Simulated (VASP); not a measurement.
# TiC in VASP: a series of runs

TiC is run at these levels: PBE; tasks: single point.

All numbers are computed with VASP 6.6.1; they aren't measurements. Logs are shortened: lines on timing, memory, paths and dates and some standing lists are left out, and cuts for length are marked.

## 1. The cell of the first run

The cell holds a disordered packing, 18 atoms: a = 5.950 Å, b = 5.641 Å, c = 5.900 Å, α = 89.47°, β = 90.90°, γ = 86.68°.

## 2. Single point, PBE

Contents of INCAR:

```
PREC = Accurate ; ENCUT = 520
EDIFF = 1E-6 ; ISMEAR = -1
SIGMA = 0.3619 ; LREAL = False
LASPH = True ; NELM = 120
ALGO = Normal ; ISIF = 2
LWAVE = False ; LCHARG = False
GGA = PE ; NBANDS = 87
ISYM = 0 ; GGA_COMPAT = False
```

Contents of KPOINTS:

```
Automatic mesh
0
Gamma
  1 1 1
  0.25 0.25 0.25
```

Contents of POSCAR:

```
TiC
1.0
    5.9470330000      0.1677040000     -0.0467090000
    0.1677040000      5.6385680000      0.0272880000
   -0.0467090000      0.0272880000      5.8999950000
Ti C
9 9
Direct
    0.8789518345      0.9197228905      0.0345280908
    0.6337333037      0.8804724745      0.5664567031
    0.1859886081      0.1267097940      0.9152439426
    0.5017073772      0.2808117546      0.2775392960
    0.2032967407      0.6594549134      0.4418774222
    0.2807578484      0.6667893698     -0.0264738241
    0.4993090596      0.4158707217      0.6610425851
    0.8414654369      0.4622354956      0.9453095345
    1.0753943040      0.1957455081      0.3885486495
    0.5824720145      0.7093310837      1.0184536527
    0.9962141545      0.6378024421      0.2438603446
    0.6503199048      0.1127034302      0.9458295035
    0.3233316937      0.9657047254      0.2455372165
    0.7928212150      0.4942242387      0.2832282900
    0.5381333785      0.9807538559      1.1353551759
   -0.0624697616      0.7661155627      0.6742792729
    0.6064762814      0.6115424716      0.4345753055
    0.1160090140      0.4659323281      0.7149189624
```

Potentials or basis: VASP PAW PBE potentials, release 64 (Ti_sv, C).

On the command line:

```bash
$ cat potpaw_PBE.64/Ti_sv/POTCAR potpaw_PBE.64/C/POTCAR > POTCAR
$ mpirun -np 1 vasp_std > vasp.out
```

OUTCAR:

```text
PREC = Accurate
   ENCUT = 520
   EDIFF = 1E-6
   ISMEAR = -1
   LREAL = False
   LASPH = True
   NELM = 120
   ISIF = 2
   GGA = PE
   ISYM = 0

 ion  position               nearest neighbor table
   1  0.879  0.920  0.035-  12 1.76  11 2.09  15 2.13  10 2.18  16 2.33   3 2.34   8 2.66   6 2.74
                             9 2.89
   2  0.634  0.880  0.566-  17 1.73  16 1.98   7 2.84   4 2.88
   3  0.186  0.127  0.915-  18 2.25  13 2.26   1 2.34   6 2.64   8 2.72   9 2.90
   4  0.502  0.281  0.278-  15 1.90  13 2.13  14 2.17  17 2.21  12 2.35   7 2.39   9 2.70   2 2.88
                             5 2.88
   5  0.203  0.659  0.442-  11 1.69  18 2.03  16 2.17  13 2.23  17 2.40   7 2.51   9 2.79   6 2.81
                             4 2.88
   6  0.281  0.667  0.974-  10 1.84  18 2.16  11 2.36  13 2.36   3 2.64   7 2.65   1 2.74   5 2.81
                             8 2.92
   7  0.499  0.416  0.661-  17 1.87  18 2.31   4 2.39   5 2.51   8 2.64   6 2.65   2 2.84
   8  0.841  0.462  0.945-  14 2.03  10 2.07  18 2.14  11 2.24  12 2.33  16 2.43   7 2.64   1 2.66
                             3 2.72   6 2.92
   9  0.075  0.196  0.389-  13 2.10  14 2.38  18 2.48   4 2.70   5 2.79   1 2.89   3 2.90
  10  0.582  0.709  0.018-  15 1.69   6 1.84   8 2.07   1 2.18
  11  0.996  0.638  0.244-  14 1.51   5 1.69   1 2.09   8 2.24   6 2.36
  12  0.650  0.113  0.946-  15 1.52   1 1.76   8 2.33   4 2.35
  13  0.323  0.966  0.246-  15 1.45   9 2.10   4 2.13   5 2.23   3 2.26   6 2.36
  14  0.793  0.494  0.283-  11 1.51  17 1.56   8 2.03   4 2.17   9 2.38
  15  0.538  0.981  0.135-  13 1.45  12 1.52  10 1.69   4 1.90   1 2.13
  16  0.938  0.766  0.674-  18 1.96   2 1.98   5 2.17   1 2.33   8 2.43
  17  0.606  0.612  0.435-  14 1.56   2 1.73   7 1.87   4 2.21   5 2.40
  18  0.116  0.466  0.715-  16 1.96   5 2.03   8 2.14   6 2.16   3 2.25   7 2.31   9 2.48

IMPORTANT INFORMATION: All symmetrisations will be switched off!
NOSYMM: (Re-)initialisation of all symmetry stuff for point group C_1.

----------------------------------------------------------------------------------------

                                     Primitive cell

  volume of cell :     197.6600

  direct lattice vectors                    reciprocal lattice vectors
     5.947033000  0.167704000 -0.046709000     0.168303068 -0.005012281  0.001355602
     0.167704000  5.638568000  0.027288000    -0.005012281  0.177503236 -0.000860649
    -0.046709000  0.027288000  5.899995000     0.001355602 -0.000860649  0.169506382

  length of vectors
     5.949580478  5.641127401  5.900242992     0.168383144  0.177576075  0.169513987

  position of ions in fractional coordinates (direct lattice)
     0.878951835  0.919722890  0.034528091
     0.633733304  0.880472475  0.566456703
     0.185988608  0.126709794  0.915243943
     0.501707377  0.280811755  0.277539296
     0.203296741  0.659454913  0.441877422
     0.280757848  0.666789370  0.973526176
[... 10 lines left out ...]
     0.606476281  0.611542472  0.434575305
     0.116009014  0.465932328  0.714918962

  ion indices of the primitive-cell ions
   primitive index   ion index
                 1           1
                 2           2
                 3           3
                 4           4
                 5           5
                 6           6
[... 10 lines left out ...]
                17          17
                18          18

----------------------------------------------------------------------------------------

 KPOINTS: Automatic mesh

Automatic generation of k-mesh.
 Grid dimensions read from file:
 generate k-points for:    1    1    1

 Generating k-lattice:

  Cartesian coordinates                     Fractional coordinates (reciprocal lattice)
     0.168303068 -0.005012281  0.001355602     1.000000000 -0.000000000  0.000000000
    -0.005012281  0.177503236 -0.000860649    -0.000000000  1.000000000  0.000000000
     0.001355602 -0.000860649  0.169506382     0.000000000 -0.000000000  1.000000000

  Length of vectors
     0.168383144  0.177576075  0.169513987

  Shift w.r.t. Gamma in fractional coordinates (k-lattice)
     0.250000000  0.250000000  0.250000000

 Subroutine IBZKPT returns following result:
 ===========================================

 Found      1 irreducible k-points:

 Following reciprocal coordinates:
            Coordinates               Weight
  0.250000  0.250000  0.250000      2.000000
   k-points           NKPTS =      1   k-points in BZ     NKDIM =      1   number of bands    NBANDS=     87
   number of dos      NEDOS =    301   number of ions     NIONS =     18
   total plane-waves  NPLWV =  96768
   dimension x,y,z NGX =    48 NGY =   42 NGZ =   48
   dimension x,y,z NGXF=    96 NGYF=   84 NGZF=   96
   ions per type =               9   9
   NGX,Y,Z   is equivalent  to a cutoff of  13.41, 12.38, 13.52 a.u.
   NGXF,Y,Z  is equivalent  to a cutoff of  26.82, 24.76, 27.05 a.u.
 SYSTEM =  unknown system
   PREC   = accura    normal or accurate (medium, high low for compatibility)
   ISTART =      0    job   : 0-new  1-cont  2-samecut
   ICHARG =      2    charge: 1-file 2-atom 10-const
   ISPIN  =      1    spin polarized calculation?
   LNONCOLLINEAR =      F non collinear calculations
   LSORBIT =      F    spin-orbit coupling
   LASPH  =      T    aspherical Exc in radial PAW
   ENCUT  =  520.0 eV  38.22 Ry    6.18 a.u.  11.06 10.49 10.97*2*pi/ulx,y,z
   NELM   =    120;   NELMIN=  2; NELMDL= -5     # of ELM steps
   EDIFF  = 0.1E-05   stopping-criterion for ELM
   LREAL  =      F    real-space projection
   EDIFFG = 0.1E-04   stopping-criterion for IOM
   NSW    =      0    number of steps for IOM
   IBRION =     -1    ionic relax: 0-MD 1-quasi-New 2-CG
   NFREE  =      0    steps in history (QN), initial steepest desc. (CG)
   ISIF   =      2    stress and relaxation
   ISYM   =      0    0-nonsym 1-usesym 2-fastsym
   POTIM  = 0.5000    time-step for ionic-motion
   TEBEG  =    0.0;   TEEND  =   0.0 temperature during run
   PSTRESS=    0.0 pullay stress
   NELECT =     144.0000    total number of electrons
   NUPDOWN=      -1.0000    fix difference up-down
   EMIN   =  10.00;   EMAX   =-10.00  energy-range for DOS
   EFERMI =   0.00;   METHOD = LEGACY
   ISMEAR =    -1;   SIGMA  =   0.36  broadening in eV -4-tet -1-fermi 0-gaus
   EFERMI_NEDOS =   21; number of points for ismear=-14 and -15
   IALGO  =     38    algorithm
   IMIX   =      4    mixing-type and parameters
     AMIX     =   0.40;   BMIX     =  1.00
     AMIX_MAG =   1.60;   BMIX_MAG =  1.00
  volume/ion in A,a.u.               =      10.98        74.10
  Fermi-wavevector in a.u.,A,eV,Ry     =   1.473068  2.783695 29.523676  2.169929
  Thomas-Fermi vector in A             =   2.588006
   LORBIT       =      0    0 simple, 1 ext, 2 COOP (PROOUT), +10 PAW based schemes
   GGA     = PE    functional components
   LHFCALC =     F    Hartree Fock is set to
   AEXX    =    0.0000 exact exchange contribution
   IVDW    =     0    specifies the selected vdW correction
   LEPSILON=     F    determine dielectric tensor
   LRPA    =     F    only Hartree local field effects (RPA)
 non-spin polarized calculation
  energy-cutoff  :      520.00
  volume of cell :      197.66
 maximum number of plane-waves:      5313
 NGX is ok and might be reduce to    48
   NGX = 23   NGY = 21   NGZ = 21

 number of electron     144.0000004 magnetization

 Free energy of the ion-electron system (eV)
  ---------------------------------------------------
  ext. energy  EPLUGINS =         0.00000000
  ---------------------------------------------------
  free energy    TOTEN  =      -145.37251393 eV

  energy without entropy =     -140.62524829  energy(sigma->0) =     -142.99888111

 E-fermi :   9.0618     XC(G=0): -12.1064

 val. band max:        8.9689487504   @ k =   0.2500   0.2500   0.2500
 cond. band min:       9.2038068878   @ k =   0.2500   0.2500   0.2500
 fundamental gap:      0.2348581374
 Fermi energy:         9.0618499452

 k-point     1 :       0.2500    0.2500    0.2500
  band No.  band energies     occupation
      1     -47.9182      2.00000
      2     -47.5801      2.00000
      3     -47.5701      2.00000
      4     -47.5423      2.00000
      5     -47.4496      2.00000
      6     -47.3179      2.00000
[... 76 lines left out ...]
     83      10.8536      0.01406
     84      10.9940      0.00956
 [bands above 84 left out]

------------------------ aborting loop because EDIFF is reached ----------------------------------------

  FORCE on cell =-STRESS in cart. coord.  units (eV):
  Direction    XX          YY          ZZ          XY          YZ          ZX
  --------------------------------------------------------------------------------------
  -------------------------------------------------------------------------------------
  Total       29.2085991     26.4584008     22.6551125     -0.5430097      3.5581709      7.7916315
  in kB      236.7568741    214.4645230    183.6361138     -4.4014872     28.8415551     63.1568228
  external PRESSURE =     211.6191703 kB  Pullay stress =       0.0000000 kB

 VOLUME and BASIS-vectors are now :
 -----------------------------------------------------------------------------
  energy-cutoff  :      520.00
  volume of cell :      197.66
      direct lattice vectors                 reciprocal lattice vectors
     5.947033000  0.167704000 -0.046709000     0.168303068 -0.005012281  0.001355602
     0.167704000  5.638568000  0.027288000    -0.005012281  0.177503236 -0.000860649
    -0.046709000  0.027288000  5.899995000     0.001355602 -0.000860649  0.169506382

 POSITION                                       TOTAL-FORCE (eV/Angst)
 -----------------------------------------------------------------------------------
      5.37978      5.33427      0.18776         2.350997     -2.002515      0.668508
      3.89003      5.08634      3.33652         0.469383      5.750620      3.439512
      1.08458      0.77063      5.39471         2.757878      1.843350     -1.943326
      3.01780      1.67509      1.62171         2.080719      3.767996     -1.715932
      1.29897      3.76453      2.61557         5.034336      4.034566      3.818642
      1.73603      3.83339      5.74888        -3.731081     -1.116621      0.580790
[... 10 lines left out ...]
      3.68899      3.56179      2.55235         0.815854     -5.245501     -4.906981
      0.73465      2.66615      4.22531         0.152936     -1.004245     -0.026665
 -----------------------------------------------------------------------------------
    total drift:                                0.000072      0.000081      0.000104

  FREE ENERGIE OF THE ION-ELECTRON SYSTEM (eV)
  ---------------------------------------------------
  free  energy   TOTEN  =      -145.3725139304 eV

  energy  without entropy=     -140.6252482864  energy(sigma->0) =     -142.99888111
```

It took 2 min on 1 thread of AMD EPYC 7R43 (Zen 3), shared host; peak memory 0.24 GiB.

What came out:

| Quantity | Value |
| --- | --- |
| Free energy | -145.3725 eV |
| Pressure | 21.2 GPa |
| Largest force | 8.923 eV/Å |

Forces in eV/Å, atoms in the order of the input:
```
Ti   2.351 -2.003  0.669
Ti   0.469  5.751  3.440
Ti   2.758  1.843 -1.943
Ti   2.081  3.768 -1.716
Ti   5.034  4.035  3.819
Ti  -3.731 -1.117  0.581
Ti  -1.286 -3.636  4.761
Ti  -0.276 -1.201 -0.605
Ti  -1.264  1.023  1.759
C    2.773  1.057 -0.710
C   -5.869 -4.500 -4.992
C   -5.767  5.099 -2.245
C   -1.448  0.752  0.379
C    0.220  1.775  2.164
C    0.024 -5.989 -3.267
C    2.962 -0.408  2.842
C    0.816 -5.246 -4.907
C    0.153 -1.004 -0.027
```

Stress tensor (GPa, compression positive):
```
23.68 -0.44  6.32
-0.44 21.45  2.88
 6.32  2.88 18.36
```

Caveat: the k points lie up to 1.12 Å⁻¹ apart, too coarse for converged energies, forces and pressures; the atoms stand as in a frame of molecular dynamics; so wide a smearing shifts energies and pressures.

## 3. Single point, PBE

Contents of INCAR:

```
ALGO = Normal ; EDIFF = 1E-6
ENCUT = 520 ; GGA = PE
GGA_COMPAT = F ; ISIF = 2
ISMEAR = -1 ; ISYM = 0
LASPH = T ; LCHARG = F
LREAL = F ; LWAVE = F
NBANDS = 87 ; NELM = 120
PREC = Accurate ; SIGMA = 0.3619
```

KPOINTS is that of step 2.

Contents of POSCAR:

```
TiC
1.0
    5.9470330000      0.1677040000     -0.0467090000
    0.1677040000      5.6385680000      0.0272880000
   -0.0467090000      0.0272880000      5.8999950000
Ti C
9 9
Direct
    0.7208859198      0.9164493879     -0.0523543173
    0.5788153603      0.7997930043      0.5345979336
    0.1079807653      0.1619420266      1.1283371595
    0.5916099928      0.2687445810      0.2589798820
    0.1573426819      0.6587948410      0.3557055770
    0.2022782724      0.6808229330     -0.1528979398
    0.4254711403      0.3741878370      0.6647692911
    0.7501799715      0.4075647744      0.8264850273
    1.0045797359      0.0930977667      0.5730310726
    0.4869533306      0.6023931694      1.0317769758
    0.9569013324      0.5529828596      0.1109045191
    0.4596598191      0.1721169075      0.9923527943
    0.3310362830      1.0223726622      0.4170006701
    0.9545710602      0.3880169362      0.3056924376
    0.3844395222      1.1066931433      0.7873941153
   -0.1196612297      0.7225163959      0.6486674508
    0.8193520701      0.5445689122      0.4222566154
    0.1351853677      0.3769691890      0.6389792937
```

Potentials or basis: VASP PAW PBE potentials, release 64 (Ti_sv, C).

On the command line:

```bash
$ cat potpaw_PBE.64/Ti_sv/POTCAR potpaw_PBE.64/C/POTCAR > POTCAR
$ mpirun -np 1 vasp_std > vasp.out
```

It took 1.8 min on 1 thread of AMD EPYC 7R43 (Zen 3), shared host; peak memory 0.24 GiB.

The run converged. Its results:

- Free energy: -144.9354 eV
- Pressure: 20.9 GPa
- Largest force: 10.738 eV/Å

Forces in eV/Å, atoms in the order of the input:
```
Ti    0.307  -2.422   0.469
Ti   -1.698   0.965  -2.155
Ti    2.512  -1.218  -2.839
Ti    0.606   2.019   2.598
Ti    2.231   2.543   0.046
Ti   -2.383   2.027   1.952
Ti    3.586   2.837  -5.009
Ti    4.340   2.494   2.629
Ti    0.098  -2.541  -0.312
C     0.524  -1.082   0.119
C     0.771  -0.075  -3.887
C    -0.347   0.137  -1.097
C    -1.114   0.520  -2.499
C    -2.197  -0.803   1.057
C    -2.231 -10.002   3.206
C     2.406  -0.674  -0.518
C    -3.754   1.882   3.919
C    -3.657   3.392   2.319
```

Stress tensor (GPa, compression positive):
```
20.70 -4.39  6.07
-4.39 19.38  2.76
 6.07  2.76 22.55
```

Levels at points of the mesh, in eV from the Fermi level:
| k point | band 69 | band 70 | band 71 | band 72 | band 73 | band 74 | band 75 | band 76 |
| --- | --- | --- | --- | --- | --- | --- | --- | --- |
| (0.25, 0.25, 0.25) | -0.54 | -0.37 | -0.28 | -0.19 | 0.16 | 0.29 | 0.43 | 0.59 |

Caveat: the k points lie up to 1.12 Å⁻¹ apart, too coarse for converged energies, forces and pressures; the atoms stand as in a frame of molecular dynamics; so wide a smearing shifts energies and pressures.

## 4. Single point, PBE

Contents of INCAR:

```
ALGO = Normal
EDIFF = 1E-6
ENCUT = 520
GGA = PE
GGA_COMPAT = False
ISIF = 2
ISMEAR = -1
ISYM = 0
LASPH = True
LCHARG = False
LREAL = False
LWAVE = False
NBANDS = 87
NELM = 120
PREC = Accurate
SIGMA = 0.3619
```

KPOINTS is that of step 3.

Contents of POSCAR:

```
TiC
1.0
    5.9470330000      0.1677040000     -0.0467090000
    0.1677040000      5.6385680000      0.0272880000
   -0.0467090000      0.0272880000      5.8999950000
Ti C
9 9
Direct
    0.5281076705      0.7714175542      0.1782430221
    0.6138418737      0.8928704983      0.6431487298
    0.1452091630      0.1926333978      1.1590930153
    0.6049839902      0.2479209451      0.2885758260
    0.0757211032      0.6453675441      0.2241456251
    0.0727598861      0.7416439759     -0.1584254630
    0.3405236002      0.3055764250      0.6231449259
    0.7419435874      0.3028052959      0.7981472005
    1.0175602147      0.0564625652      0.5083211883
    0.3795026692      0.4732343454      1.1457361525
    0.7842947058      0.5121481514      0.0548029486
    0.4701335120      0.1032238802      0.9824780687
    0.4008116381      1.0189433699      0.3899444973
    0.8632854513     -0.0262608977      0.0672249396
    0.2918757954      0.9982253031      0.7963211248
   -0.1955796757      0.5845071247      0.4566228681
    0.5932123460      0.5394510999      0.5374233052
    0.0134229714      0.4186502707      0.5283602520
```

On the command line:

```bash
$ cat potpaw_PBE.64/Ti_sv/POTCAR potpaw_PBE.64/C/POTCAR > POTCAR
$ mpirun -np 1 vasp_std > vasp.out
```

Wall time 1.8 min (1 thread of AMD EPYC 7R43 (Zen 3), shared host); peak memory 0.24 GiB.

It converged, with:

```
Free energy   : -150.1125 eV
Pressure      : 10.4 GPa
Largest force : 5.208 eV/Å
```

Forces on the atoms (eV/Å):
```
Ti   2.516 -0.194 -0.996
Ti  -1.193 -1.853  1.250
Ti   1.274 -1.207 -2.908
Ti   4.037  1.323 -2.942
Ti  -1.390  1.240  2.628
Ti  -1.345 -0.856 -0.998
Ti  -0.642  2.267  1.265
Ti   1.786  0.204  1.585
Ti  -0.355 -3.117  0.939
C   -3.696  0.356 -0.523
C    2.070  0.472 -0.422
C   -1.085  0.173 -5.091
C   -2.921 -0.150  1.065
C    0.746  0.274  1.040
C    1.030  0.373  2.684
C    1.521 -0.261  1.971
C   -1.197 -0.273 -0.031
C   -1.159  1.229 -0.515
```

Stress tensor (GPa, compression positive):
```
 8.37  5.05 -8.45
 5.05 15.07 -1.51
-8.45 -1.51  7.72
```

Levels at points of the mesh, in eV from the Fermi level:
```tsv
k point	band 68	band 69	band 70	band 71	band 72	band 73	band 74	band 75	band 76	band 77
(0.25, 0.25, 0.25)	-0.68	-0.56	-0.49	-0.32	-0.04	0.16	0.27	0.45	0.52	0.73
```

Caveat: the k points lie up to 1.12 Å⁻¹ apart, too coarse for converged energies, forces and pressures; the atoms stand as in a frame of molecular dynamics; so wide a smearing shifts energies and pressures.

[end of part 1 of 2]
